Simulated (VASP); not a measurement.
Here is a VASP 6.6.1 calculation.

File INCAR:

```
SYSTEM = BN
PREC = Accurate
ENCUT = 600
EDIFF = 1E-6
ISMEAR = 0
SIGMA = 0.01
LREAL = .False.
LASPH = .True.
NELM = 120
ALGO = Normal
ISIF = 2
LWAVE = .False.
LCHARG = .False.
GGA = PS
NBANDS = 11
GGA_COMPAT = .False.
```

File KPOINTS:

```
Automatic mesh
0
Gamma
  10 10 10
  0 0 0
```

Contents of POSCAR:

```
BN
1.0
    0.0000000000      1.8254981937      1.8254981937
    1.8254981937      0.0000000000      1.8254981937
    1.8254981937      1.8254981937      0.0000000000
B N
1 1
Direct
    0.0000000000      0.0000000000      0.0000000000
    0.2500000000      0.2500000000      0.2500000000
```

Potentials or basis: VASP PAW PBE potentials, release 64 (B, N).

Command:

```bash
$ cat potpaw_PBE.64/B/POTCAR potpaw_PBE.64/N/POTCAR > POTCAR
$ mpirun -np 1 vasp_std > vasp.out
```

(1) Estimate the pressure.

(2) What does it give for the band gap on the k mesh?

## Answers

(1) -13.3 GPa.

(2) 4.25 eV, indirect (least direct gap 8.62 eV).

Caveat: the PAW data sets were made with another functional, which shifts forces and pressure a little.
